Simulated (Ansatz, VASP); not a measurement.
Two plane-wave programs on AlC3

File INCAR:

```
PREC = Accurate
ENCUT = 520
EDIFF = 1E-7
ISMEAR = 1
SIGMA = 0.01
LREAL = F
LASPH = T
NELM = 60
ALGO = Normal
ISIF = 2
LWAVE = F
LCHARG = F
GGA = PE
NBANDS = 16
```

Contents of KPOINTS:

```
Automatic mesh
0
Gamma
  7 7 7
```

POSCAR

```
AlC3
1.0
    3.1535468162      0.0000000000      0.0000000000
    0.0000000000      3.1535468162      0.0000000000
    0.0000000000      0.0000000000      3.1535468162
Al C
1 3
Direct
    0.0000000000      0.0000000000      0.0000000000
    0.0000000000      0.5000000000      0.5000000000
    0.5000000000      0.0000000000      0.5000000000
    0.5000000000      0.5000000000      0.0000000000
```

Input for Ansatz:

```yaml
crystal:
  lattice:
    - [3.1535468161752727, 0.0, 0.0]
    - [0.0, 3.1535468161752727, 0.0]
    - [0.0, 0.0, 3.1535468161752727]
  atoms:
    - { symbol: Al, position: [0.0, 0.0, 0.0] }
    - { symbol: C, position: [0.0, 0.5, 0.5] }
    - { symbol: C, position: [0.5, 0.0, 0.5] }
    - { symbol: C, position: [0.5, 0.5, 0.0] }
basis:
  ecutwfc: 500.0
kpoints:
  mp_grid:
    grid: [7, 7, 7]
hamiltonian:
  xc: pbe
scf:
  n_extra_bands: 16
  self_checks: low
  convergence:
    dr2_threshold: 1.0e-05
  lower_state_search: "off"
  mixing:
    algorithm: broyden
    preconditioner: kerker
  occupations:
    method: cold
    width: 0.01
output:
  stress: true
```

Alike in both runs: task single point; functional PBE; k mesh 7 × 7 × 7; no spin polarisation.

|  | VASP | Ansatz |
| --- | --- | --- |
| version | VASP 6.6.1 | Ansatz 0.2.0 |
| potentials or method | VASP PAW PBE potentials, release 64 (Al, C), cutoff 520 eV | plane waves, PAW |
| occupations | methfessel-paxton of order 1, width 0.01 eV | cold, width 0.01 eV |
| valence electrons in the cell | 15 | 15 |

Ansatz gave:

```
pressure (GPa) : 9.8
```

Which values does VASP return?

Pressure (GPa): 9.7.

Ansatz's warnings: stress scf threshold loose.
